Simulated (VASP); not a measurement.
Here is a VASP 6.6.1 calculation.

File POSCAR:

```
BAs
1.0
    0.0000000000      2.2921359084      2.2921359084
    2.2921359084      0.0000000000      2.2921359084
    2.2921359084      2.2921359084      0.0000000000
B As
1 1
Direct
    0.0000000000      0.0000000000      0.0000000000
    0.2500000000      0.2500000000      0.2500000000
```

INCAR.step1

```
ALGO = Normal
EDIFF = 1E-4
ENCUT = 520
GGA = PE
ISMEAR = 0
LASPH = T
LCHARG = F
LREAL = F
LWAVE = T
NBANDS = 11
NELM = 60
PREC = Accurate
SIGMA = 0.02
```

Contents of INCAR.step2:

```
ALGO = Normal
EDIFF = 1E-6
ENCUT = 520
ISIF = 2
ISMEAR = 0
ISTART = 1
LASPH = T
LCHARG = F
LMIXTAU = T
LREAL = F
LWAVE = F
METAGGA = R2SCAN
NBANDS = 11
NELM = 60
PREC = Accurate
SIGMA = 0.02
```

Contents of KPOINTS:

```
k-points
0
Gamma
  10 10 10
```

Potentials or basis: VASP PAW PBE potentials, release 64 (B, As).

Run with:

```sh
$ cat potpaw_PBE.64/B/POTCAR potpaw_PBE.64/As/POTCAR > POTCAR
$ cp INCAR.step1 INCAR
$ mpirun -np 1 vasp_std > vasp.out
$ cp INCAR.step2 INCAR
$ mpirun -np 1 vasp_std > vasp.out
```

Q: Estimate the pressure.

A: 24.0 GPa.

Q: Estimate the band gap on the k mesh.

A: 1.23 eV, indirect (least direct gap 3.60 eV).

Caveat: the PAW data sets were made with another functional, which shifts forces and pressure a little. A k mesh can miss the band edges.
